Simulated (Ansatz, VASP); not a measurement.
**One calculation of BeS, two programs**

```
Be S
1.0
     0.00000    2.45727    2.45727
     2.45727    0.00000    2.45727
     2.45727    2.45727    0.00000
Be S
1 1
Direct
  0.00000 0.00000 0.00000
  0.25000 0.25000 0.25000
```

Alike in both runs: task single point; functional PBE; k mesh 4 × 4 × 4; no spin polarisation.

|  | VASP | Ansatz |
| --- | --- | --- |
| version | VASP 6.6.1 | Ansatz 0.2.0-dev |
| potentials or method | VASP PAW PBE potentials, release 64 (Be, S), cutoff 600 eV | hard PAW set made for 700 eV |
| occupations | gaussian, width 0.01 eV | fixed |

```csv
,VASP,Ansatz,Ansatz less VASP
gap on the k mesh at the Fermi level (eV),3.18,3.18,-0.001
```

The k mesh is coarse, so the values compare programs but aren't converged.
